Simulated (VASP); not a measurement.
# Ge (Imma) in VASP: a series of runs, part 2 of 2

VASP 6.6.1. The steps go on from the part before.

### 6 Single point, PBEsol

This run uses another cell than the first one, of 19.78 Å³/atom, 1.040 times its volume.

Contents of INCAR:

```
PREC     = Accurate       # precision mode
ENCUT    = 520            # plane-wave cutoff, eV
EDIFF    = 1E-6           # SCF threshold, eV
ISMEAR   = -1             # smearing method
SIGMA    = 0.05           # smearing width, eV
LREAL    = False          # projectors in reciprocal space
LASPH    = True           # aspherical terms in the spheres
NELM     = 80             # most SCF steps
ALGO     = Normal         # electronic algorithm
ISIF     = 2              # what is computed and relaxed
LWAVE    = False          # write WAVECAR
LCHARG   = False          # write CHGCAR
GGA      = PS             # functional
NBANDS   = 21             # bands
```

Contents of KPOINTS:

```
Automatic mesh
0
Gamma
  11 11 11
```

Contents of POSCAR:

```
Ge
1.0
   -2.5287425297      2.6857467767      1.4558563658
    2.5287425297     -2.6857467767      1.4558563658
    2.5287425297      2.6857467767     -1.4558563658
Ge
2
Direct
    0.3140570000      0.0640570000      0.2500000000
    0.6859430000      0.9359430000      0.7500000000
```

Potentials or basis: VASP PAW PBE potentials, release 64 (Ge_d).

Run with:

```sh
$ cat potpaw_PBE.64/Ge_d/POTCAR > POTCAR
$ mpirun -np 1 vasp_std > vasp.out
```

OUTCAR:

```text
PREC = Accurate
   ENCUT = 520
   EDIFF = 1E-6
   ISMEAR = -1
   LREAL = False
   LASPH = True
   NELM = 80
   ISIF = 2
   GGA = PS

 ion  position               nearest neighbor table
   1  0.314  0.064  0.250-   2 2.71   2 2.71   2 2.75   2 2.75
   2  0.686  0.936  0.750-   1 2.71   1 2.71   1 2.75   1 2.75

  LATTYP: Found a body centered orthorhombic cell.
 ALAT       =     2.9117127316
 B/A-ratio  =     1.7369450648
 C/A-ratio  =     1.8447882908

  Lattice vectors:

 A1 = (   2.5287425297,  -2.6857467767,   1.4558563658)
 A2 = (  -2.5287425297,  -2.6857467767,  -1.4558563658)
 A3 = (   2.5287425297,   2.6857467767,  -1.4558563658)

Analysis of symmetry for initial positions (statically):
=====================================================================
 Subroutine PRICEL returns:
 Original cell was already a primitive cell.

 Routine SETGRP: Setting up the symmetry group for a
 body centered orthorhombic supercell.

 Subroutine GETGRP returns: Found  8 space group operations
[... 162 lines left out ...]
  ---------------------------------------------------
  free energy    TOTEN  =        -9.47938014 eV

  energy without entropy =       -9.47231591  energy(sigma->0) =       -9.47584802

 E-fermi :   5.9780     XC(G=0): -11.1443

 val. band max:        5.9716574351   @ k =  -0.2727   0.2727   0.0000
 cond. band min:       5.9828816717   @ k =   0.0909   0.1818   0.0000
 fundamental gap:      0.0112242366
 Fermi energy:         5.9779672655

 k-point     1 :       0.0000    0.0000    0.0000
  band No.  band energies     occupation
      1     -18.6644      2.00000
      2     -18.5962      2.00000
      3     -18.5951      2.00000
      4     -18.5892      2.00000
      5     -18.5623      2.00000
      6     -18.5291      2.00000
[... 565 lines left out ...]
     20      16.5966      0.00000
     21      16.7933      0.00000

 [... further k-points ...]

------------------------ aborting loop because EDIFF is reached ----------------------------------------

  FORCE on cell =-STRESS in cart. coord.  units (eV):
  Direction    XX          YY          ZZ          XY          YZ          ZX
  --------------------------------------------------------------------------------------
  -------------------------------------------------------------------------------------
  Total       -0.9743670     -1.4037507     -1.2937597      0.0000000     -0.0000000      0.0000000
  in kB      -39.4716219    -56.8659604    -52.4102219      0.0000000     -0.0000000      0.0000000
  external PRESSURE =     -49.5826014 kB  Pullay stress =       0.0000000 kB

 VOLUME and BASIS-vectors are now :
 -----------------------------------------------------------------------------
  energy-cutoff  :      520.00
  volume of cell :       39.55
      direct lattice vectors                 reciprocal lattice vectors
    -2.528742530  2.685746777  1.455856366     0.000000000  0.186167961  0.343440474
     2.528742530 -2.685746777  1.455856366     0.197726733  0.000000000  0.343440474
     2.528742530  2.685746777 -1.455856366     0.197726733  0.186167961  0.000000000

 POSITION                                       TOTAL-FORCE (eV/Angst)
 -----------------------------------------------------------------------------------
      0.00000      1.34287      0.18652        -0.000000      0.000000      0.061923
      2.52874      1.34287      1.26934         0.000000     -0.000000     -0.061923
 -----------------------------------------------------------------------------------
    total drift:                               -0.000000     -0.000000      0.000000

  FREE ENERGIE OF THE ION-ELECTRON SYSTEM (eV)
  ---------------------------------------------------
  free  energy   TOTEN  =        -9.4793801374 eV

  energy  without entropy=       -9.4723159101  energy(sigma->0) =       -9.47584802
```

OSZICAR:

```text
N       E                     dE             d eps       ncg     rms          rms(c)
DAV:   1     0.175792944113E+03    0.17579E+03   -0.14320E+04 10311   0.372E+03
DAV:   2     0.150380562784E+02   -0.16075E+03   -0.15612E+03  9117   0.594E+02
DAV:   3    -0.880208726583E+01   -0.23840E+02   -0.23630E+02 10342   0.134E+02
DAV:   4    -0.950681639077E+01   -0.70473E+00   -0.70427E+00 10196   0.266E+01
DAV:   5    -0.951755034774E+01   -0.10734E-01   -0.10734E-01 10350   0.364E+00    0.191E+00
DAV:   6    -0.948952419443E+01    0.28026E-01   -0.33182E-02 12397   0.310E+00    0.104E+00
DAV:   7    -0.947982423369E+01    0.97000E-02   -0.17542E-02 12385   0.199E+00    0.132E-01
DAV:   8    -0.947937564882E+01    0.44858E-03   -0.23206E-03 10931   0.856E-01    0.400E-02
DAV:   9    -0.947937974421E+01   -0.40954E-05   -0.57147E-05 10868   0.932E-02    0.102E-02
DAV:  10    -0.947938013738E+01   -0.39317E-06   -0.31759E-06  9545   0.221E-02
   1 F= -.94793801E+01 E0= -.94758480E+01  d E =-.706423E-02
```

Wall time 3.1 min (1 thread of Intel Xeon Platinum 8375C at 2.90GHz (Ice Lake), shared host); peak memory 0.27 GiB.

Results:

```
Free energy            : -9.4794 eV
Pressure               : -5.0 GPa
Largest force          : 0.062 eV/Å
Band gap on the k mesh : zero (band 14 reaches 7.92 eV, above the bottom of band 15 at 3.00 eV)
```

Forces in eV/Å, atoms in the order of the input:
```
Ge   0.000  0.000  0.062
Ge   0.000  0.000 -0.062
```

Levels at points of the mesh, in eV from the Fermi level:
| k point | band 12 | band 13 | band 14 | band 15 | band 16 | band 17 |
| --- | --- | --- | --- | --- | --- | --- |
| (0.00, 0.00, 0.00) | -3.97 | -2.24 | -1.81 | 3.50 | 6.71 | 6.89 |

Caveat: the PAW data sets were made with another functional, which shifts forces and pressure a little.

### 7 The runs side by side

```tsv
level	cell	smearing	gap on the mesh (eV)	pressure (GPa)	largest force (eV/Å)
PBE	a = 3.914 Å, angles 100.8, 94.7, 136.9°, 2 atoms	gaussian 0.02 eV	none	1.1	0.06
PBE	a = 3.914 Å, angles 100.8, 94.7, 136.9°, 2 atoms	gaussian 0.1 eV	none	1.0	0.06
PBE	a = 3.914 Å, angles 100.8, 94.7, 136.9°, 2 atoms	fermi-dirac 0.05 eV	none	1.0	0.06
PBEsol	a = 3.940 Å, angles 100.8, 94.7, 136.9°, 2 atoms	fermi-dirac 0.05 eV	none	-3.8	0.06
PBEsol	a = 3.966 Å, angles 100.8, 94.7, 136.9°, 2 atoms	fermi-dirac 0.05 eV	none	-5.0	0.06
```

Alike in all rows: task single point; potentials or basis VASP PAW PBE potentials, release 64 (Ge_d); no spin polarisation; k mesh 11 × 11 × 11; cutoff (eV) 520.

Every run on the cell as given and a fine mesh finds a metal.

Caveats: the PAW data sets were made with another functional, which shifts forces and pressure a little (some runs).

Total energies depend on the potentials used, so only differences within one code and one set of settings carry meaning.
